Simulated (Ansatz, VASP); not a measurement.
**One calculation of ZrC, two programs**

File INCAR:

```
SYSTEM = ZrC
PREC     = Accurate       ! precision mode
ENCUT    = 520            ! plane-wave cutoff, eV
EDIFF    = 1E-8           ! SCF threshold, eV
ISMEAR   = -1             ! smearing method
SIGMA    = 0.05           ! smearing width, eV
LREAL    = .False.        ! projectors in reciprocal space
LASPH    = .True.         ! aspherical terms in the spheres
NELM     = 60             ! most SCF steps
ALGO     = Normal         ! electronic algorithm
ISIF     = 2              ! what is computed and relaxed
LWAVE    = .False.        ! write WAVECAR
LCHARG   = .False.        ! write CHGCAR
GGA      = PS             ! functional
LEFG     = .True.       
NBANDS   = 15             ! bands
```

The input KPOINTS:

```
Automatic mesh
0
Gamma
  15 15 15
  0 0 0
```

File POSCAR:

```
ZrC
1.0
    0.0470042000      2.3737121000      2.3737121000
    2.3737121000      0.0470042000      2.3737121000
    2.3737121000      2.3737121000      0.0470042000
Zr C
1 1
Direct
    0.5000000000      0.5000000000      0.5000000000
    0.0000000000      0.0000000000      0.0000000000
```

Input for Ansatz:

```yaml
crystal:
  lattice:
    - [0.0470042, 2.3737121, 2.3737121]
    - [2.3737121, 0.0470042, 2.3737121]
    - [2.3737121, 2.3737121, 0.0470042]
  atoms:
    - { symbol: Zr, position: [0.5, 0.5, 0.5] }
    - { symbol: C, position: [0.0, 0.0, 0.0] }
kpoints:
  mp_grid: { grid: [15, 15, 15] }
scf:
  occupations: { method: fermi_dirac, width: 0.05 }
hamiltonian:
  xc: pbesol
  pseudopotentials: { kind: all_electron, datasets: crystal }
output:
  forces: true
  stress: true
  eigenvalues: true
  efg: { contact_densities: true }
```

Change from the starting cell: equal xy, yz and zx shear strains of +2 %, crystal datasets.

Alike in both runs: task electric field gradients; functional PBEsol; k mesh 15 × 15 × 15; occupations fermi-dirac, width 0.05 eV; no spin polarisation.

```csv
,VASP,Ansatz
version,VASP 6.6.1,Ansatz 0.2.0
potentials or method,"VASP PAW PBE potentials, release 64 (Zr_sv, C), cutoff 520 eV","all-electron PAW with datasets made for the crystal, scalar-relativistic"
```

Ansatz gave:

* pressure (GPa): -4.5
* traceless stress, the component that is largest in VASP (GPa): -3.15
* size of Vzz on the site where it differs most (V/Å²): 2.2

Q: Which values does VASP return?

A: Pressure (GPa): -4.2; traceless stress, the component that is largest in VASP (GPa): -3.14; size of Vzz on the site where it differs most (V/Å²): 2.0.

VASP's potentials were made for PBE, not for PBEsol. Ansatz ran all-electron here, and VASP with PAW potentials.
